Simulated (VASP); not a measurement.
Set up this calculation in VASP 6.6.1, as the native input.

```yaml
Task: single point
Functional: PBEsol
Potentials_or_basis: VASP PAW PBE potentials, release 64 (O, C, H)
Cutoff: 520 eV
k_mesh: 1 × 1 × 1
Occupations: fermi-dirac, width 0.02 eV
Spin: no spin polarisation
Dipole_correction: no
Further_INCAR_settings: LREAL = Auto; ALGO = Normal; EDIFF = 1e-06; NBANDS = 58
```

The structure of H2C2O3 lies in POSCAR:

```
H2C2O3
1.0
    7.1334920000      0.0000000000      0.0000000000
    0.0000000000      7.1334920000      0.0000000000
    0.0000000000      0.0000000000      7.1334920000
O C H
9 6 6
Direct
    0.7579317395      0.0059998665      0.7752304201
    0.8211686506      0.2080327559      1.0124073876
    0.7236848377      0.6678215942      0.1213851505
    0.5904821930      0.9396379781      0.1766175668
    0.0850915653      0.4652980616      0.1240065875
    0.2434572016      0.4026078672     -0.1440528706
   -0.0082007522      0.4094348182      0.5225771614
    1.1101855865      0.8637004149      0.2666856569
    0.4707091562      0.2312612112      0.4270278848
    0.8723497552      0.1399314669      0.8691395462
    0.6919892810      0.8123651081      0.2257800247
    0.2176914196      0.4954796333     -0.0085792484
   -0.0291722483      0.5160305780      0.6441024957
    1.2130945125      0.8661396130      0.3845241573
    0.5811038969      0.3418381909      0.4718726817
    0.6557657876      0.0078643111      0.8727282515
    0.9902583475      0.1594590700      0.7949542805
    0.6550228135      0.6972041183      0.0000700919
    0.7648428007      0.8321870971      0.3435624516
   -0.0409196506      0.3986967393      0.0852597858
    0.3249180065      0.6002530037      0.0592977465
```

These files were run (other wordings do the same):

INCAR

```
ALGO = Normal
EDIFF = 1E-6
ENCUT = 520
GGA = PS
ISIF = 2
ISMEAR = -1
LASPH = T
LCHARG = F
LREAL = Auto
LWAVE = F
NBANDS = 58
NELM = 60
PREC = Accurate
SIGMA = 0.02
```

KPOINTS

```
k-points
0
Gamma
  1 1 1
```

Potentials or basis: VASP PAW PBE potentials, release 64 (O, C, H).

Command:

```sh
$ cat potpaw_PBE.64/O/POTCAR potpaw_PBE.64/C/POTCAR potpaw_PBE.64/H/POTCAR > POTCAR
$ mpirun -np 1 vasp_gam > vasp.out
```

It gave:

* Pressure: 1.7 GPa
* Largest force: 5.187 eV/Å

Caveat: the k points lie up to 0.88 Å⁻¹ apart, too coarse for converged energies, forces and pressures; the PAW data sets were made with another functional, which shifts forces and pressure a little.

It took 91 s on 1 thread of Intel Xeon 8259CL, with other jobs on the host, peak memory 0.37 GiB.
